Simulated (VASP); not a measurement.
A run of VASP 6.6.1 is set up as follows.

INCAR

```
PREC = Accurate
ENCUT = 700
EDIFF = 1E-6
ISMEAR = 0
SIGMA = 0.01
LREAL = F
LASPH = T
NELM = 120
ALGO = Normal
ISIF = 2
LWAVE = F
LCHARG = T
GGA = PE
LELF = T
LVHAR = T
NBANDS = 48
GGA_COMPAT = F
```

KPOINTS

```
Automatic mesh
0
Gamma
  12 12 4
```

The input POSCAR:

```
CdO3
1.0
    3.2816101582      0.0000000000      0.0000000000
    0.0000000000      3.2816101582      0.0000000000
    0.0000000000      0.0000000000     10.8890577789
Cd O
2 6
Direct
    0.0000000000      0.5000000000      0.8876461591
    0.5000000000      0.0000000000      0.1123538409
    0.5000000000      0.0000000000      0.4442253730
    0.5000000000      0.0000000000      0.5558724230
    0.0000000000      0.5000000000      0.5557746270
    0.0000000000      0.5000000000      0.4441275770
    0.5000000000      0.0000000000      0.8898709419
    0.0000000000      0.5000000000      0.1101290581
```

Potentials or basis: VASP PAW PBE potentials, release 64 (Cd_sv_GW, O).

Command:

```console
$ cat potpaw_PBE.64/Cd_sv_GW/POTCAR potpaw_PBE.64/O/POTCAR > POTCAR
$ mpirun -np 1 vasp_std > vasp.out
```

Task: Estimate the largest force.

Result: 1.179 eV/Å.

Task: Estimate the band gap on the k mesh.

Result: Zero (filled and empty bands touch).

Forces on the atoms (eV/Å):
```
Cd   0.000  0.000 -0.013
Cd   0.000  0.000  0.013
O    0.000  0.000 -1.179
O    0.000  0.000  1.178
O    0.000  0.000  1.179
O    0.000  0.000 -1.178
O    0.000  0.000  0.005
O    0.000  0.000 -0.005
```

Caveat: the standard files for N, O and F lose accuracy on very short bonds; semilocal functionals underestimate gaps, and a narrow one can read as zero; forces of over 1 eV/Å act on the atoms, so gaps and moduli don't describe the material at rest.
